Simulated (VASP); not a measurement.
Crystal: Ba3Pb2.

```
Ba Pb
1.0
     5.60689    0.00000    0.00000
     0.00000    5.60689    0.00000
     0.00000    0.00000    5.60689
Ba Pb
3 2
Direct
  0.50000 0.00000 0.00000
  0.00000 0.50000 0.00000
  0.00000 0.00000 0.50000
  0.00000 0.00000 0.00000
  0.50000 0.50000 0.50000
```

The cell was built from a structure type or drawn by symmetry, and may not be a known phase.

* Program: VASP 6.6.1
* Task: relaxation of cell and atoms
* Functional: PBE
* Potentials or basis: VASP PAW PBE potentials, release 64 (Ba_sv, Pb_d)
* Cutoff: 600 eV
* k mesh: 4 × 4 × 4
* Occupations: gaussian, width 0.1 eV
* Spin: no spin polarisation

At the start: pressure 20.9 GPa; volume 35.25 Å³/atom.

Task: Where does the relaxation end?

Result: Over 4 steps the energy falls by 991.1 meV/atom and the volume is 59.14 Å³/atom (+67.8 %); space group Pm-3m (No. 221, to 0.1 Å) before and after.

The path:
```
step  energy change (eV)  largest force (eV/Å)  pressure (GPa)  volume (Å³)
   1              0.0000                0.0000           20.94       176.27
   2             -4.8606                0.0000           -1.06       321.88
   3             -4.9444                0.0000            0.44       286.41
   4             -4.9557                0.0000           -0.04       295.69
```

Final structure:
```cif
data_structure
_symmetry_space_group_name_H-M 'P 1'
_symmetry_Int_Tables_number 1
_cell_length_a 6.6621
_cell_length_b 6.6621
_cell_length_c 6.6621
_cell_angle_alpha 90.000
_cell_angle_beta 90.000
_cell_angle_gamma 90.000
_cell_volume 295.69
loop_
_atom_site_label
_atom_site_type_symbol
_atom_site_fract_x
_atom_site_fract_y
_atom_site_fract_z
_atom_site_occupancy
Ba1 Ba 0.50000 0.00000 0.00000 1
Ba2 Ba 0.00000 0.50000 0.00000 1
Ba3 Ba 0.00000 0.00000 0.50000 1
Pb1 Pb 0.00000 0.00000 0.00000 1
Pb2 Pb 0.50000 0.50000 0.50000 1
```

Caveat: the volume moved by over 15 % at a fixed basis, so the end points are rough.
